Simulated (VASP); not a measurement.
Set up this calculation in VASP 6.6.1, as the native input.

| Quantity | Value |
| --- | --- |
| Task | single point |
| Functional | LDA |
| Potentials or basis | VASP PAW LDA potentials, release 64 (Ti_sv, O) |
| Cutoff | 520 eV |
| k mesh | 6 × 6 × 4 |
| Occupations | gaussian, width 0.01 eV |
| Spin | no spin polarisation |
| Dipole correction | no |
| Further INCAR settings | ALGO = Normal; EDIFF = 1e-06; NBANDS = 33 |

The structure of TiO2 lies in POSCAR:

```
TiO2
1.0
    2.7763518305     -2.7769889676      0.0000000000
    2.7763518305      2.7769889676      0.0000000000
   -2.7019647989      0.0000000000      4.9212803370
Ti O
2 4
Direct
    0.1341100000      0.8658900000      0.2500000000
    0.8658900000      0.1341100000      0.7500000000
    0.3312210000      0.0887550000      0.6671490000
    0.6687790000      0.9112450000      0.3328510000
    0.9112450000      0.6687790000      0.8328510000
    0.0887550000      0.3312210000      0.1671490000
```

The input as run:

INCAR

```
ALGO = Normal ; EDIFF = 1E-6
ENCUT = 520 ; ISIF = 2
ISMEAR = 0 ; LASPH = T
LCHARG = F ; LREAL = F
LWAVE = F ; NBANDS = 33
NELM = 60 ; PREC = Accurate
SIGMA = 0.01
```

KPOINTS

```
k-points
0
Gamma
  6 6 4
```

Potentials or basis: VASP PAW LDA potentials, release 64 (Ti_sv, O).

Run with:

```sh
$ cat potpaw_LDA.64/Ti_sv/POTCAR potpaw_LDA.64/O/POTCAR > POTCAR
$ mpirun -np 1 vasp_std > vasp.out
```

It gave:

```yaml
Pressure: -23.8 GPa
Largest_force: 0.691 eV/Å
Band_gap_on_the_k_mesh: 1.79 eV, indirect (least direct gap 2.10 eV)
```

Wall time 56 s on 1 thread of Intel(R) Xeon(R) 6975P-C (Granite Rapids) (shared host), peak memory 0.21 GiB.
